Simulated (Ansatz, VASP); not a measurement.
MoS2: VASP beside Ansatz

Contents of POSCAR:

```
MoS2
1.0
    3.1730194991      0.0000000000      0.0000000000
   -1.5865097496      2.7479154930      0.0000000000
    0.0000000000      0.0000000000     12.4359058611
Mo S
2 4
Direct
    0.3333333333      0.6666666667      0.2500000000
    0.6666666667      0.3333333333      0.7500000000
    0.3333333333      0.6666666667      0.6249005404
    0.6666666667      0.3333333333      0.1249005404
    0.3333333333      0.6666666667      0.8750994596
    0.6666666667      0.3333333333      0.3750994596
```

The input INCAR.step1:

```
SYSTEM = MoS2
  ALGO = Normal
  EDIFF = 1E-4
  ENCUT = 520
  GGA = PE
  ISMEAR = 0
  LASPH = .True.
  LCHARG = .False.
  LREAL = .False.
  LWAVE = .True.
  NBANDS = 35
  NELM = 80
  PREC = Accurate
  SIGMA = 0.01
```

The input INCAR.step2:

```
SYSTEM = MoS2
  ALGO = Normal
  EDIFF = 1E-6
  ENCUT = 520
  ISIF = 2
  ISMEAR = 0
  ISTART = 1
  LASPH = .True.
  LCHARG = .True.
  LELF = .True.
  LMIXTAU = .True.
  LREAL = .False.
  LVHAR = .True.
  LWAVE = .False.
  METAGGA = R2SCAN
  NBANDS = 35
  NELM = 80
  PREC = Accurate
  SIGMA = 0.01
```

File KPOINTS:

```
k-points
0
Gamma
  12 12 2
  0 0 0
```

Input for Ansatz:

```yaml
crystal:
  lattice:
    - [3.1730194991, 0.0, 0.0]
    - [-1.5865097496, 2.747915493, 0.0]
    - [0.0, 0.0, 12.4359058611]
  atoms:
    - { symbol: Mo, position: [0.3333333333, 0.6666666667, 0.25] }
    - { symbol: Mo, position: [0.6666666667, 0.3333333333, 0.75] }
    - { symbol: S, position: [0.3333333333, 0.6666666667, 0.6249005404] }
    - { symbol: S, position: [0.6666666667, 0.3333333333, 0.1249005404] }
    - { symbol: S, position: [0.3333333333, 0.6666666667, 0.8750994596] }
    - { symbol: S, position: [0.6666666667, 0.3333333333, 0.3750994596] }
kpoints:
  mp_grid: { grid: [12, 12, 2] }
  band_path:
    path:
      - [0.0, 0.0, 0.0]
      - [0.5, 0.0, 0.0]
      - [0.3333333333, 0.3333333333, 0.0]
      - [0.0, 0.0, 0.5]
      - [0.5, 0.0, 0.5]
      - [0.3333333333, 0.3333333333, 0.5]
      - [0.177083, 0.177083, 0.0]
    npoints: 1
hamiltonian:
  xc: r2scan
scf:
  occupations: { method: fixed }
  n_extra_bands: 5
output:
  forces: true
  stress: true
  eigenvalues: true
  write_density: true
  write_potential: true
  elf: true
  volumetric_format: npy
```

Alike in both runs: task single point; functional r2SCAN; k mesh 12 × 12 × 2; no spin polarisation.

|  | VASP | Ansatz |
| --- | --- | --- |
| version | VASP 6.6.1 | Ansatz 0.2.0 |
| potentials or method | VASP PAW PBE potentials, release 64 (Mo_sv, S) | plane waves, PAW |
| plane-wave cutoff (eV) | 520 | 500 |
| occupations | gaussian, width 0.01 eV | fixed |
| valence electrons in the cell | 52 | 52 |

```tsv
	VASP	Ansatz	Ansatz less VASP
gap on the k mesh at the Fermi level (eV)	1.05	1.04	-0.011
pressure (GPa)	1.2	1.2	-0.05
traceless stress, the component that is largest in VASP (GPa)	-0.16	-0.10	+0.058
rms of the force components (eV/Å)	0.024	0.026	+0.0020
```

VASP's potentials were made for PBE, not for r2SCAN. Atom by atom the forces differ by 0.002 eV/Å (rms over components).
